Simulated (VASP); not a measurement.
# Ru in VASP: relaxation of the atoms with PBE

Aim: the relaxation of the atoms of Ru with PBE.

Everything below comes from runs of VASP 6.6.1. Logs are shortened: lines on timing, memory, paths and dates and some standing lists are left out, and cuts for length are marked.

**1. The cell of the first run**

The cell holds a slab with vacuum, 4 atoms: a = 2.720 Å, b = 2.720 Å, c = 20.445 Å, α = 90.00°, β = 90.00°, γ = 120.00°.

**2. Relaxation of the atoms, PBE**

INCAR

```
SYSTEM = Ru
PREC = Accurate
ENCUT = 520
EDIFF = 1E-6
ISMEAR = 0
SIGMA = 0.1
LREAL = .FALSE.
LASPH = .TRUE.
NELM = 60
ALGO = Normal
ISIF = 2
LWAVE = .FALSE.
LCHARG = .FALSE.
LDIPOL = .TRUE.
IDIPOL = 3
DIPOL = 0.5 0.5 0.500
GGA = PE
IBRION = 2
NSW = 70
EDIFFG = -0.03
```

KPOINTS

```
Automatic mesh
0
G
  12 12 1
  0 0 0
```

POSCAR

```
Ru
1.0
    2.7197977464      0.0000000000      0.0000000000
   -1.3598988732      2.3554139415      0.0000000000
    0.0000000000      0.0000000000     20.4449896454
Ru
4
Selective dynamics
Direct
    0.6666666667      0.3333333333      0.3423821739  F F F
    0.3333333333      0.6666666667      0.4474607246  F F F
    0.6666666667      0.3333333333      0.5525392754  T T T
    0.3333333333      0.6666666667      0.6576178261  T T T
```

Potentials or basis: VASP PAW PBE potentials, release 64 (Ru_pv).

Launch:

```console
$ cat potpaw_PBE.64/Ru_pv/POTCAR > POTCAR
$ mpirun -np 1 vasp_std > vasp.out
```

OUTCAR:

```text
SYSTEM = Ru
   PREC = Accurate
   ENCUT = 520
   EDIFF = 1E-6
   ISMEAR = 0
   LREAL = .FALSE.
   LASPH = .TRUE.
   NELM = 60
   ISIF = 2
   GGA = PE
   IBRION = 2
   NSW = 70
   EDIFFG = -0.03

 ion  position               nearest neighbor table
   1  0.667  0.333  0.342-   2 2.66   2 2.66   2 2.66
   2  0.333  0.667  0.447-   1 2.66   1 2.66   1 2.66   3 2.66   3 2.66   3 2.66
   3  0.667  0.333  0.553-   4 2.66   4 2.66   4 2.66   2 2.66   2 2.66   2 2.66
   4  0.333  0.667  0.658-   3 2.66   3 2.66   3 2.66

  LATTYP: Found a hexagonal cell.
 ALAT       =     2.7197977464
 C/A-ratio  =     7.5170992668

  Lattice vectors:

 A1 = (   2.7197977464,   0.0000000000,   0.0000000000)
 A2 = (  -1.3598988732,   2.3554139415,   0.0000000000)
 A3 = (   0.0000000000,   0.0000000000,  20.4449896454)

Analysis of symmetry for initial positions (statically):
=====================================================================
 Subroutine PRICEL returns:
 Original cell was already a primitive cell.

 Routine SETGRP: Setting up the symmetry group for a
 hexagonal supercell.

 Subroutine GETGRP returns: Found 12 space group operations
 (whereof 12 operations were pure point group operations)
 out of a pool of 24 trial point group operations.

The static configuration has the point symmetry D_3d.

Analysis of symmetry for dynamics (positions and initial velocities):
=====================================================================
 Subroutine PRICEL returns:
 Original cell was already a primitive cell.

 Routine SETGRP: Setting up the symmetry group for a
 hexagonal supercell.

 Subroutine GETGRP returns: Found 12 space group operations
 (whereof 12 operations were pure point group operations)
 out of a pool of 24 trial point group operations.

The dynamic configuration has the point symmetry D_3d.

Analysis of constrained symmetry for selective dynamics:
=====================================================================
 Subroutine PRICEL returns:
 Original cell was already a primitive cell.

 Routine SETGRP: Setting up the symmetry group for a
 hexagonal supercell.

 Subroutine GETGRP returns: Found  6 space group operations
 (whereof  6 operations were pure point group operations)
 out of a pool of 24 trial point group operations.

The constrained configuration has the point symmetry C_3v.

 Subroutine INISYM returns: Found  6 space group operations
 (whereof  6 operations are pure point group operations),
 and found     1 'primitive' translations

----------------------------------------------------------------------------------------

                                     Primitive cell

  volume of cell :     130.9757

  direct lattice vectors                    reciprocal lattice vectors
     2.719797746  0.000000000  0.000000000     0.367674398  0.212276913  0.000000000
    -1.359898873  2.355413942  0.000000000     0.000000000  0.424553826  0.000000000
     0.000000000  0.000000000 20.444989645     0.000000000  0.000000000  0.048911739

  length of vectors
     2.719797746  2.719797746 20.444989645     0.424553826  0.424553826  0.048911739

  position of ions in fractional coordinates (direct lattice)
     0.666666667  0.333333333  0.342382174
     0.333333333  0.666666667  0.447460725
     0.666666667  0.333333333  0.552539275
     0.333333333  0.666666667  0.657617826

  ion indices of the primitive-cell ions
   primitive index   ion index
                 1           1
                 2           2
                 3           3
                 4           4

----------------------------------------------------------------------------------------

 KPOINTS: Automatic mesh

Automatic generation of k-mesh.
 Grid dimensions read from file:
 generate k-points for:   12   12    1

 Generating k-lattice:

  Cartesian coordinates                     Fractional coordinates (reciprocal lattice)
     0.030639533  0.017689743  0.000000000     0.083333333  0.000000000  0.000000000
     0.000000000  0.035379485  0.000000000     0.000000000  0.083333333  0.000000000
     0.000000000  0.000000000  0.048911739     0.000000000  0.000000000  1.000000000

  Length of vectors
     0.035379485  0.035379485  0.048911739

  Shift w.r.t. Gamma in fractional coordinates (k-lattice)
     0.000000000  0.000000000  0.000000000

 Subroutine IBZKPT returns following result:
 ===========================================

 Found     19 irreducible k-points:

 Following reciprocal coordinates:
            Coordinates               Weight
  0.000000  0.000000  0.000000      1.000000
  0.083333  0.000000  0.000000      6.000000
  0.166667  0.000000  0.000000      6.000000
  0.250000  0.000000  0.000000      6.000000
  0.333333 -0.000000  0.000000      6.000000
  0.416667  0.000000  0.000000      6.000000
[... 11 lines left out ...]
  0.333333  0.250000  0.000000     12.000000
  0.333333  0.333333  0.000000      2.000000
   k-points           NKPTS =     19   k-points in BZ     NKDIM =     19   number of bands    NBANDS=     33
   number of dos      NEDOS =    301   number of ions     NIONS =      4
   total plane-waves  NPLWV =  64000
   dimension x,y,z NGX =    20 NGY =   20 NGZ =  160
   dimension x,y,z NGXF=    40 NGYF=   40 NGZF=  320
   ions per type =               4
   NGX,Y,Z   is equivalent  to a cutoff of  12.22, 12.22, 13.01 a.u.
   NGXF,Y,Z  is equivalent  to a cutoff of  24.45, 24.45, 26.02 a.u.
 SYSTEM =  Ru
   PREC   = accura    normal or accurate (medium, high low for compatibility)
   ISTART =      0    job   : 0-new  1-cont  2-samecut
   ICHARG =      2    charge: 1-file 2-atom 10-const
   ISPIN  =      1    spin polarized calculation?
   LNONCOLLINEAR =      F non collinear calculations
   LSORBIT =      F    spin-orbit coupling
   LASPH  =      T    aspherical Exc in radial PAW
   ENCUT  =  520.0 eV  38.22 Ry    6.18 a.u.   5.06  5.06 38.01*2*pi/ulx,y,z
   NELM   =     60;   NELMIN=  2; NELMDL= -5     # of ELM steps
   EDIFF  = 0.1E-05   stopping-criterion for ELM
   LREAL  =      F    real-space projection
   EDIFFG = -.3E-01   stopping-criterion for IOM
   NSW    =     70    number of steps for IOM
   IBRION =      2    ionic relax: 0-MD 1-quasi-New 2-CG
   NFREE  =      1    steps in history (QN), initial steepest desc. (CG)
   ISIF   =      2    stress and relaxation
   ISYM   =      2    0-nonsym 1-usesym 2-fastsym
   POTIM  = 0.5000    time-step for ionic-motion
   TEBEG  =    0.0;   TEEND  =   0.0 temperature during run
   PSTRESS=    0.0 pullay stress
   NELECT =      56.0000    total number of electrons
   NUPDOWN=      -1.0000    fix difference up-down
   EMIN   =  10.00;   EMAX   =-10.00  energy-range for DOS
   EFERMI =   0.00;   METHOD = LEGACY
   ISMEAR =     0;   SIGMA  =   0.10  broadening in eV -4-tet -1-fermi 0-gaus
   EFERMI_NEDOS =   21; number of points for ismear=-14 and -15
   IALGO  =     38    algorithm
   IMIX   =      4    mixing-type and parameters
     AMIX     =   0.40;   BMIX     =  1.00
     AMIX_MAG =   1.60;   BMIX_MAG =  1.00
  volume/ion in A,a.u.               =      32.74       220.97
  Fermi-wavevector in a.u.,A,eV,Ry     =   1.233315  2.330627 20.695349  1.521065
  Thomas-Fermi vector in A             =   2.368050
   LORBIT       =      0    0 simple, 1 ext, 2 COOP (PROOUT), +10 PAW based schemes
   GGA     = PE    functional components
   LHFCALC =     F    Hartree Fock is set to
   AEXX    =    0.0000 exact exchange contribution
   IVDW    =     0    specifies the selected vdW correction
   LEPSILON=     F    determine dielectric tensor
   LRPA    =     F    only Hartree local field effects (RPA)
 conjugate gradient relaxation of ions
 non-spin polarized calculation
 Gauss-broadening in eV      SIGMA  =   0.10
  energy-cutoff  :      520.00
  volume of cell :      130.98
 maximum number of plane-waves:      3555
   NGX = 11   NGY = 11   NGZ = 77

--------------------------------------- Ionic step        1  -------------------------------------------

 number of electron      56.0000010 magnetization

 Free energy of the ion-electron system (eV)
  ---------------------------------------------------
  ext. energy  EPLUGINS =         0.00000000
  ---------------------------------------------------
  free energy    TOTEN  =       -34.78040436 eV

  energy without entropy =      -34.75582687  energy(sigma->0) =      -34.76811561

------------------------ aborting loop because EDIFF is reached ----------------------------------------

 vacuum level on the upper side and lower side of the slab       (xc-potential included)        -0.186        -0.189

  FORCE on cell =-STRESS in cart. coord.  units (eV):
  Direction    XX          YY          ZZ          XY          YZ          ZX
  --------------------------------------------------------------------------------------
  -------------------------------------------------------------------------------------
  Total       -3.8562630     -3.8562630     -3.2482193      0.0000000      0.0000000     -0.0000000
  in kB      -47.1722384    -47.1722384    -39.7342647      0.0000000      0.0000000     -0.0000000
  external PRESSURE =     -44.6929139 kB  Pullay stress =       0.0000000 kB

 VOLUME and BASIS-vectors are now :
 -----------------------------------------------------------------------------
  energy-cutoff  :      520.00
  volume of cell :      130.98
      direct lattice vectors                 reciprocal lattice vectors
     2.719797746  0.000000000  0.000000000     0.367674398  0.212276913  0.000000000
    -1.359898873  2.355413942  0.000000000     0.000000000  0.424553826  0.000000000
     0.000000000  0.000000000 20.444989645     0.000000000  0.000000000  0.048911739
[... 162 lines left out ...]
  FREE ENERGIE OF THE ION-ELECTRON SYSTEM (eV)
  ---------------------------------------------------
  free  energy   TOTEN  =       -34.8051497060 eV

  energy  without entropy=      -34.7801940019  energy(sigma->0) =      -34.79267185

 dipolmoment           0.000000      0.000000      0.000001 electrons x Angstroem

--------------------------------------- Ionic step        6  -------------------------------------------

 number of electron      56.0000011 magnetization

 dipolmoment           0.000000      0.000000     -0.001446 electrons x Angstroem

 Free energy of the ion-electron system (eV)
  ---------------------------------------------------
  ext. energy  EPLUGINS =         0.00000000
  ---------------------------------------------------
  free energy    TOTEN  =       -34.80534543 eV

  energy without entropy =      -34.78056492  energy(sigma->0) =      -34.79295518

 E-fermi :   2.4360     XC(G=0):  -6.8460

 val. band max:        2.4242195048   @ k =   0.2500   0.0833   0.0000
 cond. band min:       2.4545661337   @ k =   0.1667   0.0000   0.0000
 fundamental gap:      0.0303466289
 Fermi energy:         2.4360077702

 k-point     1 :       0.0000    0.0000    0.0000
  band No.  band energies     occupation
      1     -41.1668      2.00000
      2     -40.7172      2.00000
      3     -40.4025      2.00000
      4     -40.4025      2.00000
      5     -40.3000      2.00000
      6     -40.3000      2.00000
[... 673 lines left out ...]
     32       3.5837      0.00000
     33       9.8560      0.00000

------------------------ aborting loop because EDIFF is reached ----------------------------------------

 vacuum level on the upper side and lower side of the slab       (xc-potential included)        -0.032         0.009

  FORCE on cell =-STRESS in cart. coord.  units (eV):
  Direction    XX          YY          ZZ          XY          YZ          ZX
  --------------------------------------------------------------------------------------
  -------------------------------------------------------------------------------------
  Total       -3.2437974     -3.2437974     -1.3590942     -0.0000000     -0.0000000      0.0000000
  in kB      -39.6801733    -39.6801733    -16.6252965     -0.0000000     -0.0000000      0.0000000
  external PRESSURE =     -31.9952143 kB  Pullay stress =       0.0000000 kB

 VOLUME and BASIS-vectors are now :
 -----------------------------------------------------------------------------
  energy-cutoff  :      520.00
  volume of cell :      130.98
      direct lattice vectors                 reciprocal lattice vectors
     2.719797746  0.000000000  0.000000000     0.367674398  0.212276913  0.000000000
    -1.359898873  2.355413942  0.000000000     0.000000000  0.424553826  0.000000000
     0.000000000  0.000000000 20.444989645     0.000000000  0.000000000  0.048911739
[... 10 lines left out ...]
  FREE ENERGIE OF THE ION-ELECTRON SYSTEM (eV)
  ---------------------------------------------------
  free  energy   TOTEN  =       -34.8053454337 eV

  energy  without entropy=      -34.7805649209  energy(sigma->0) =      -34.79295518

 reached required accuracy - stopping structural energy minimisation

 vacuum level on the upper side and lower side of the slab         7.451         7.491
```

Run time: 8.1 min. Hardware: 1 thread of Intel Xeon Platinum 8259CL at 2.50GHz (Skylake/Cascade Lake), shared host; peak memory 0.27 GiB.

Results:

```
Free energy               : -34.8053 eV
Energy gained by relaxing : 6.2 meV/atom
Ionic steps               : 6
Band gap on the k mesh    : zero (bands 28 and 29 overlap by 2.33 eV)
```

The path:
```
step  energy change (eV)  largest force on free atoms (eV/Å)  pressure (GPa)
   1              0.0000                              0.6597           -4.47
   2             -0.0190                              0.2011           -3.95
   3             -0.0193                              0.1706           -3.86
   4             -0.0213                              0.1411           -3.73
   5             -0.0247                              0.0428           -3.33
   6             -0.0249                              0.0100           -3.20
```

Final structure:
```cif
data_structure
_symmetry_space_group_name_H-M 'P 1'
_symmetry_Int_Tables_number 1
_cell_length_a 2.7198
_cell_length_b 2.7198
_cell_length_c 20.4450
_cell_angle_alpha 90.000
_cell_angle_beta 90.000
_cell_angle_gamma 120.000
_cell_volume 130.98
loop_
_atom_site_label
_atom_site_type_symbol
_atom_site_fract_x
_atom_site_fract_y
_atom_site_fract_z
_atom_site_occupancy
Ru1 Ru 0.66667 0.33333 0.34238 1
Ru2 Ru 0.33333 0.66667 0.44746 1
Ru3 Ru 0.66667 0.33333 0.55220 1
Ru4 Ru 0.33333 0.66667 0.65379 1
```

Levels at points of the mesh, in eV from the Fermi level:
```
           k point  band 24  band 25  band 26  band 27  band 28  band 29  band 30  band 31
(0.00, 0.00, 0.00)    -2.05    -1.90    -1.90    -1.70    -0.84    -0.84     0.15     0.16
(0.50, 0.00, 0.00)    -0.99     0.14     0.18     1.05     1.35     1.37     1.56     1.95
```

The gap in the log of VASP goes by the Fermi energy; the results here count the filled bands.